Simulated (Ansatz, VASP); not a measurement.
## SiO2 in VASP and in Ansatz

```
CELL_PARAMETERS angstrom
1.30619 0.75413 4.38198
-1.30619 0.75413 4.38198
0.00000 -1.50826 4.38198
ATOMIC_POSITIONS crystal
Si 0.50000 0.50000 0.50000
O 0.90073 0.90073 0.90073
O 0.09927 0.09927 0.09927
```

Alike in both runs: task single point; functional PBE; dispersion D3(BJ); k mesh 6 × 6 × 6; occupations gaussian, width 0.1 eV; no spin polarisation.

|  | VASP | Ansatz |
| --- | --- | --- |
| version | VASP 6.6.1 | Ansatz 0.2.0 |
| potentials or method | VASP PAW PBE potentials, release 64 (Si, O), cutoff 520 eV | scalar-relativistic, plane waves, PAW |
| valence electrons in the cell | 16 | 16 |

Ansatz gave:

| Item | Value |
| --- | --- |
| gap on the k mesh at the Fermi level (eV) | 7.06 |
| least direct gap on the mesh (eV) | 7.41 |
| pressure (GPa) | 26.0 |
| traceless stress, the component that is largest in VASP (GPa) | -1.27 |
| rms of the force components (eV/Å) | 0.585 |

Task: Which values does VASP return?

Result: gap on the k mesh at the Fermi level (eV): 7.04; least direct gap on the mesh (eV): 7.40; pressure (GPa): 26.7; traceless stress, the component that is largest in VASP (GPa): -2.13; rms of the force components (eV/Å): 0.590.

Atom by atom the forces differ by 0.005 eV/Å (rms over components).

The k mesh is coarse, so the values compare programs but aren't converged.
